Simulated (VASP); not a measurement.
Here is a VASP 6.6.1 calculation.

The input INCAR:

```
SYSTEM = Si
PREC = Accurate
ENCUT = 520
EDIFF = 1E-6
ISMEAR = 0
SIGMA = 0.022
LREAL = .FALSE.
LASPH = .TRUE.
NELM = 100
ALGO = Normal
ISIF = 2
LWAVE = .FALSE.
LCHARG = .FALSE.
GGA = PE
NBANDS = 11
```

The input KPOINTS:

```
regular mesh
0
G
  8 8 10
  0 0 0
```

Contents of POSCAR:

```
Si
1.0
    4.1209500000      0.0000000000      0.0000000000
   -2.0604700000      3.5688500000      0.0000000000
    0.0000000000      0.0000000000      2.6547900000
Si
2
Direct
    0.3333300000      0.6666700000      0.5000000000
    0.6666700000      0.3333300000      0.5000000000
```

Potentials or basis: VASP PAW PBE potentials, release 64 (Si).

Launch:

```sh
$ cat potpaw_PBE.64/Si/POTCAR > POTCAR
$ mpirun -np 1 vasp_std > vasp.out
```

Problem. What does it give for the band gap on the k mesh?

Solution. Zero (band 4 reaches 8.09 eV, above the bottom of band 5 at 3.90 eV).

Problem. Predict the pressure.

Solution. 0.0 GPa.

Stress tensor (GPa, compression positive):
```
 0.22  0.00  0.00
 0.00  0.22  0.00
 0.00  0.00 -0.51
```
